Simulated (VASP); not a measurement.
# P (Cmce) in VASP: settings compared, part 2 of 2

VASP 6.6.1.

**4. Relaxation of cell and atoms, revPBE**

This run uses another cell than the first one, of 19.25 Å³/atom.

File INCAR:

```
ALGO = Normal
EDIFF = 1E-7
EDIFFG = -0.01
ENCUT = 600
GGA = RE
IBRION = 2
ISIF = 3
ISMEAR = -1
LASPH = True
LCHARG = False
LREAL = False
LWAVE = False
NELM = 60
NSW = 60
PREC = Accurate
SIGMA = 0.1
```

File KPOINTS:

```
k-points
0
Gamma
  6 4 6
```

File POSCAR:

```
P
1.0
   -3.4686300000      0.0000000000      0.0000000000
    0.0000000000     -4.2478840000      0.0000000000
    1.7343150000      0.0000000000      5.2267030000
P
4
Direct
    0.1100000000      0.9400000000      0.2200000000
    0.6100000000      0.5600000000      0.2200000000
    0.8900000000      0.0600000000      0.7800000000
    0.3900000000      0.4400000000      0.7800000000
```

Launch:

```sh
cat potpaw_PBE.64/P/POTCAR > POTCAR
mpirun -np 1 vasp_std > vasp.out
```

Wall time 30 min (1 thread of Oxide Virtual Turin-like, shared host); peak memory 0.19 GiB.

Results (log left out):

```yaml
Free_energy: -20.4397 eV
Relaxed_volume: 27.83 Å³/atom
Relaxed_cell: a = 3.318 Å, b = 4.701 Å, c = 7.327 Å, α = 90.00°, β = 103.09°, γ = 90.00°
Space_group_after_relaxing_to_0.1_Å: Cmce (No. 64)
Energy_gained_by_relaxing: 135.6 meV/atom
Ionic_steps: 45
Pressure_after_relaxing: 0.0 GPa
Largest_force_after_relaxing: 0.010 eV/Å
Band_gap_on_the_k_mesh: 0.86 eV
```

Forces on the atoms (eV/Å):
```
P    0.000  0.008 -0.005
P    0.000 -0.008 -0.005
P    0.000 -0.008  0.005
P    0.000  0.008  0.005
```

The path:
| step | energy change (eV) | largest force (eV/Å) | pressure (GPa) | volume (Å³) |
| --- | --- | --- | --- | --- |
| 1 | 0.0000 | 1.4794 | -5.93 | 77.01 |
| 3 | -0.2569 | 0.3154 | 1.68 | 71.71 |
| 5 | -0.2923 | 0.2242 | 1.35 | 73.17 |
| 7 | -0.3634 | 0.3313 | 0.01 | 78.87 |
| 9 | -0.4179 | 0.7336 | -0.70 | 88.29 |
| 11 | -0.4594 | 0.3008 | -0.35 | 86.21 |
| 13 | -0.4798 | 0.1947 | 0.27 | 88.67 |
| 15 | -0.4886 | 0.1414 | 0.33 | 89.37 |
| 17 | -0.4924 | 0.0701 | -0.17 | 90.44 |
| 19 | -0.4993 | 0.0624 | 0.33 | 91.01 |
| 21 | -0.5001 | 0.1493 | 0.66 | 91.34 |
| 23 | -0.5043 | 0.1164 | 0.63 | 91.94 |
| 25 | -0.5140 | 0.0379 | 0.57 | 94.62 |
| 27 | -0.5176 | 0.1012 | 0.24 | 96.57 |
| 29 | -0.5233 | 0.1096 | -0.19 | 99.41 |
| 31 | -0.5265 | 0.0552 | 0.07 | 101.46 |
| 33 | -0.5347 | 0.1807 | 0.62 | 106.04 |
| 35 | -0.5414 | 0.0526 | 0.01 | 111.07 |
| 37 | -0.5419 | 0.0112 | -0.03 | 111.24 |
| 39 | -0.5420 | 0.0159 | 0.03 | 111.20 |
| 41 | -0.5421 | 0.0201 | 0.02 | 111.24 |
| 43 | -0.5423 | 0.0210 | -0.03 | 111.38 |
| 45 | -0.5425 | 0.0100 | 0.03 | 111.34 |

Final structure:
```
P
1.0
    -3.31815    0.00000    0.00000
     0.00000   -4.70128    0.00000
     1.65908    0.00000    7.13720
P
4
Cartesian
  0.0000 -4.2711 1.0470
  -1.6591 -2.7808 1.0470
  -1.6591 -0.4302 6.0902
  0.0000 -1.9204 6.0902
```

Levels at points of the mesh, in eV from the valence-band top:
```tsv
k point	band 6	band 7	band 8	band 9	band 10	band 11	band 12	band 13	band 14
(0.00, 0.00, 0.00)	-4.36	-3.32	-1.78	-1.66	-0.10	1.19	1.62	2.58	3.17
(0.50, 0.00, 0.00)	-4.98	-2.73	-2.73	-1.94	-1.94	1.24	1.24	2.28	2.28
(0.00, 0.50, 0.00)	-2.94	-2.57	-2.57	-1.38	-1.38	2.05	2.05	3.65	3.65
(0.50, 0.50, 0.00)	-4.89	-4.48	-4.48	-1.08	-1.08	2.38	2.38	3.64	3.64
(0.00, 0.00, 0.50)	-4.44	-3.32	-1.78	-1.44	0.00	0.86	1.62	2.59	3.17
(0.00, 0.50, 0.50)	-2.77	-2.57	-2.57	-1.43	-1.43	2.04	2.04	3.38	3.38
```

Caveat: the volume moved by over 15 % at a fixed basis, so the end points are rough; the PAW data sets were made with another functional, which shifts forces and pressure a little; this functional lacks dispersion, which binds layers or chains, so the pressure and a relaxed spacing across them are unreliable. A k mesh can miss the band edges.

**5. Relaxation of cell and atoms, r2SCAN**

This run uses another cell than the first one, of 19.25 Å³/atom.

POSCAR is that of step 4.

File INCAR.step1:

```
ALGO = Normal ; EDIFF = 1E-4
ENCUT = 600 ; GGA = PE
ISMEAR = -1 ; LASPH = T
LCHARG = F ; LREAL = F
LWAVE = T ; NELM = 60
PREC = Accurate ; SIGMA = 0.1
```

File INCAR.step2:

```
ALGO = Normal ; EDIFF = 1E-6
EDIFFG = -0.01 ; ENCUT = 600
IBRION = 2 ; ISIF = 3
ISMEAR = -1 ; ISTART = 1
LASPH = T ; LCHARG = F
LMIXTAU = T ; LREAL = F
LWAVE = F ; METAGGA = R2SCAN
NELM = 60 ; NSW = 60
PREC = Accurate ; SIGMA = 0.1
```

KPOINTS is that of step 4.

Potentials or basis: VASP PAW PBE potentials, release 64 (P).

Launch:

```sh
cat potpaw_PBE.64/P/POTCAR > POTCAR
cp INCAR.step1 INCAR
mpirun -np 1 vasp_std > vasp.out
cp INCAR.step2 INCAR
mpirun -np 1 vasp_std > vasp.out
```

OUTCAR:

```text
EDIFF = 1E-6
   EDIFFG = -0.01
   ENCUT = 600
   IBRION = 2
   ISIF = 3
   ISMEAR = -1
   ISTART = 1
   LASPH = T
   LREAL = F
   METAGGA = R2SCAN
   NELM = 60
   NSW = 60
   PREC = Accurate

 ion  position               nearest neighbor table
   1  0.110  0.940  0.220-   3 2.36   2 2.37   2 2.37
   2  0.610  0.560  0.220-   4 2.36   1 2.37   1 2.37
   3  0.890  0.060  0.780-   1 2.36   4 2.37   4 2.37
   4  0.390  0.440  0.780-   2 2.36   3 2.37   3 2.37

  LATTYP: Found a base centered orthorhombic cell.
 ALAT       =     3.4686300000
 B/A-ratio  =     3.0136987802
 C/A-ratio  =     1.2246575737

  Lattice vectors:

 A1 = (   1.7343150000,   0.0000000000,  -5.2267030000)
 A2 = (   1.7343150000,   0.0000000000,   5.2267030000)
 A3 = (   0.0000000000,  -4.2478840000,   0.0000000000)

Analysis of symmetry for initial positions (statically):
[... 711 lines left out ...]

 number of electron      20.0000001 magnetization

------------------------ aborting loop because EDIFF is reached ----------------------------------------
[... 71 lines left out ...]
--------------------------------------- Ionic step       23  -------------------------------------------

 number of electron      20.0000001 magnetization

 Free energy of the ion-electron system (eV)
  ---------------------------------------------------
  ext. energy  EPLUGINS =         0.00000000
  ---------------------------------------------------
  free energy    TOTEN  =       -35.90891740 eV

  energy without entropy =      -35.90597447  energy(sigma->0) =      -35.90744593

 E-fermi :   5.8567     XC(G=0):  -9.8455

 val. band max:        5.7507256638   @ k =   0.0000   0.0000   0.5000
 cond. band min:       6.0308091432   @ k =   0.0000   0.0000   0.5000
 fundamental gap:      0.2800834794
 Fermi energy:         5.8567325654

 k-point     1 :       0.0000    0.0000    0.0000
  band No.  band energies     occupation
      1     -10.8466      2.00000
      2      -7.9512      2.00000
      3      -4.5098      2.00000
      4      -1.3259      2.00000
      5       0.6627      2.00000
      6       0.6736      2.00000
      7       1.4063      2.00000
      8       2.8699      2.00000
      9       2.9858      2.00000
     10       4.4966      2.00000
     11       6.4915      0.00350
     12       6.9997      0.00002
     13       7.8976      0.00000
     14       8.7465      0.00000
[... 422 lines left out ...]
  FREE ENERGIE OF THE ION-ELECTRON SYSTEM (eV)
  ---------------------------------------------------
  free  energy   TOTEN  =       -35.9089173993 eV

  energy  without entropy=      -35.9059744656  energy(sigma->0) =      -35.90744593

 reached required accuracy - stopping structural energy minimisation
```

OSZICAR.step1:

```text
N       E                     dE             d eps       ncg     rms          rms(c)
DAV:   1     0.655076476471E+02    0.65508E+02   -0.90180E+03  1092   0.135E+03
DAV:   2    -0.166470562322E+02   -0.82155E+02   -0.79517E+02  1400   0.177E+02
DAV:   3    -0.210889796912E+02   -0.44419E+01   -0.43179E+01  1492   0.430E+01
DAV:   4    -0.211545516607E+02   -0.65572E-01   -0.65509E-01  1356   0.589E+00
DAV:   5    -0.211560053248E+02   -0.14537E-02   -0.14529E-02  1520   0.749E-01    0.808E+00
DAV:   6    -0.211135314477E+02    0.42474E-01   -0.21859E-02  1302   0.102E+00    0.475E+00
DAV:   7    -0.210920292167E+02    0.21502E-01   -0.43069E-02  1422   0.146E+00    0.156E-01
DAV:   8    -0.210922954966E+02   -0.26628E-03   -0.47553E-03  1338   0.493E-01    0.108E-01
DAV:   9    -0.210923411447E+02   -0.45648E-04   -0.19574E-04  1238   0.108E-01
   1 F= -.21092341E+02 E0= -.21087348E+02  d E =-.998696E-02
```

Wall time 46 min (1 thread of Oxide Virtual Turin-like, shared host); peak memory 0.2 GiB.

Results:

| Quantity | Value |
| --- | --- |
| Free energy | -35.9089 eV |
| Relaxed volume | 20.52 Å³/atom |
| Relaxed cell | a = 3.301 Å, b = 4.539 Å, c = 5.721 Å, α = 90.00°, β = 106.77°, γ = 90.00° |
| Space group after relaxing (to 0.1 Å) | Cmce (No. 64) |
| Energy gained by relaxing | 147.1 meV/atom |
| Ionic steps | 23 |
| Pressure after relaxing | 0.0 GPa |
| Largest force after relaxing | 0.006 eV/Å |
| Band gap on the k mesh | 0.28 eV |

Forces on the atoms (eV/Å):
```
P    0.000  0.002 -0.006
P    0.000 -0.002 -0.006
P    0.000 -0.002  0.006
P    0.000  0.002  0.006
```

Step by step:
| step | energy change (eV) | largest force (eV/Å) | pressure (GPa) | volume (Å³) |
| --- | --- | --- | --- | --- |
| 1 | 0.0000 | 1.8093 | -7.97 | 77.01 |
| 2 | -0.2728 | 0.5560 | 9.50 | 66.81 |
| 3 | -0.4016 | 0.3978 | 1.84 | 70.24 |
| 4 | -0.4017 | 0.3637 | 2.09 | 70.11 |
| 5 | -0.4493 | 0.2512 | 1.42 | 71.78 |
| 6 | -0.4927 | 0.4880 | 0.21 | 75.61 |
| 7 | -0.5235 | 0.3341 | -0.05 | 76.73 |
| 8 | -0.5679 | 0.1492 | -0.64 | 80.10 |
| 9 | -0.5836 | 0.0666 | -0.03 | 80.37 |
| 10 | -0.5860 | 0.0248 | 0.33 | 80.51 |
| 11 | -0.5860 | 0.0230 | 0.36 | 80.51 |
| 12 | -0.5866 | 0.0424 | 0.13 | 80.88 |
| 13 | -0.5868 | 0.0734 | -0.06 | 81.20 |
| 14 | -0.5873 | 0.0575 | -0.13 | 81.46 |
| 15 | -0.5877 | 0.0302 | -0.22 | 81.89 |
| 16 | -0.5881 | 0.0183 | 0.08 | 81.79 |
| 17 | -0.5881 | 0.0199 | 0.09 | 81.79 |
| 18 | -0.5882 | 0.0082 | 0.07 | 81.87 |
| 19 | -0.5883 | 0.0112 | 0.06 | 81.93 |
| 20 | -0.5883 | 0.0087 | 0.06 | 81.92 |
| 21 | -0.5883 | 0.0134 | -0.02 | 82.03 |
| 22 | -0.5883 | 0.0164 | -0.05 | 82.07 |
| 23 | -0.5884 | 0.0063 | -0.02 | 82.09 |

Final structure:
```yaml
crystal:
  lattice:
    - [-3.30128, 0.00000, 0.00000]
    - [0.00000, -4.53923, 0.00000]
    - [1.65064, 0.00000, 5.47818]
  atoms:
    - { symbol: P, position: [0.09554, 0.91129, 0.19108] }
    - { symbol: P, position: [0.59554, 0.58871, 0.19108] }
    - { symbol: P, position: [0.90446, 0.08871, 0.80892] }
    - { symbol: P, position: [0.40446, 0.41129, 0.80892] }
```

Caveat: the PAW data sets were made with another functional, which shifts forces and pressure a little.

**6. The runs side by side**

```tsv
task	level	cell	cutoff (eV)	gap on the mesh (eV)	pressure (GPa)	relaxed volume (Å³/atom)	largest force (eV/Å)
single point	revPBE	a = 3.323, b = 4.720, c = 7.747 Å, angles 90.0, 102.4, 90.0°, 4 atoms, atomic positions A	520	0.92	-0.3	-	0.06
single point	r2SCAN	a = 3.307, b = 4.544, c = 5.737 Å, angles 90.0, 106.8, 90.0°, 4 atoms, atomic positions B	520	0.27	-0.6	-	0.10
relaxation of cell and atoms	revPBE	relaxed from a = 3.469, b = 4.248, c = 5.507 Å, angles 90.0, 108.4, 90.0°, 4 atoms, atomic positions C	600	0.86	0.0	27.83	0.01
relaxation of cell and atoms	r2SCAN	relaxed from a = 3.469, b = 4.248, c = 5.507 Å, angles 90.0, 108.4, 90.0°, 4 atoms, atomic positions C	600	0.28	0.0	20.52	0.01
```

Alike in all rows: potentials or basis VASP PAW PBE potentials, release 64 (P); no spin polarisation; k mesh 6 × 4 × 6; smearing fermi-dirac 0.1 eV.

Caveats: the PAW data sets were made with another functional, which shifts forces and pressure a little; this functional lacks dispersion, which binds layers or chains, so the pressure and a relaxed spacing across them are unreliable (at least some runs); the volume moved by over 15 % at a fixed basis, so the end points are rough (at least some runs).

Total energies depend on the potentials used, so only differences within one code and one set of settings carry meaning.
